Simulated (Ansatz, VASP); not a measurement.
# One calculation of Si2Ni, two programs

File INCAR:

```
SYSTEM = Si2Ni
AGGAC = 1.0 ; AGGAX = 1.0
ALDAC = 0.0 ; ALDAX = 1.0
ALGO = Normal ; EDIFF = 1E-6
EDIFFG = -0.01 ; ENCUT = 600
GGA = B5 ; IBRION = 2
ISIF = 3 ; ISMEAR = -1
ISPIN = 2 ; IVDW = 13
LASPH = .TRUE. ; LCHARG = .FALSE.
LMAXMIX = 4 ; LORBIT = 11
LREAL = .FALSE. ; LWAVE = .FALSE.
MAGMOM = 1 0 0 ; NELM = 150
NSW = 60 ; PREC = Accurate
SIGMA = 0.05 ; VDW_A1 = 0.44488865
VDW_A2 = 4.0933009 ; VDW_S6 = 1.0
VDW_S8 = 2.34076671
```

KPOINTS

```
k-points
0
G
  9 9 9
  0 0 0
```

File POSCAR:

```
Si2Ni
1.0
    0.0000000000      2.7030000000      2.7030000000
    2.7030000000      0.0000000000      2.7030000000
    2.7030000000      2.7030000000      0.0000000000
Ni Si
1 2
Direct
    0.0000000000      0.0000000000      0.0000000000
    0.7500000000      0.7500000000      0.7500000000
    0.2500000000      0.2500000000      0.2500000000
```

input.yaml

```yaml
crystal:
  lattice:
    - [0.0, 2.703, 2.703]
    - [2.703, 0.0, 2.703]
    - [2.703, 2.703, 0.0]
  atoms:
    - { symbol: Ni, position: [0.0, 0.0, 0.0], spin: 1.0 }
    - { symbol: Si, position: [0.75, 0.75, 0.75] }
    - { symbol: Si, position: [0.25, 0.25, 0.25] }
hamiltonian:
  xc: blyp
  pseudopotentials: { kind: paw }
  dispersion: d4
magnetization:
  spin_polarized: true
kpoints:
  mp_grid: { grid: [9, 9, 9] }
scf:
  occupations: { method: fermi_dirac, width: 0.05 }
output:
  forces: true
  stress: true
relax:
  f_tol: 0.01
  max_steps: 40
  cell: { stress_tol: 0.05 }
```

Alike in both runs: task relaxation of cell and atoms; functional BLYP; dispersion D4; k mesh 9 × 9 × 9; occupations fermi-dirac, width 0.05 eV; collinear spin.

```csv
,VASP,Ansatz
version,VASP 6.6.1,Ansatz 0.2.0
potentials or method,"VASP PAW PBE potentials, release 64 (Ni, Si)",Ansatz PAW
plane-wave cutoff (eV),600,420
valence electrons in the cell,18,26
```

```csv
,VASP,Ansatz,Ansatz less VASP
net moment per atom (μB),0.00,0.00,0.000
relaxed volume (Å³/atom),13.24,13.20,-0.046
relaxed cell length with the largest relative difference (Å),3.830,3.826,-0.0044
```

VASP's potentials were made for PBE, not for BLYP. VASP's potentials hold 18 valence electrons a cell and Ansatz's 26, so a difference there can come from the potentials and not from the codes.

Noted on Ansatz's run: the plane-wave basis is chosen anew once the cell has moved, so the energies of steps on either side of that aren't comparable.
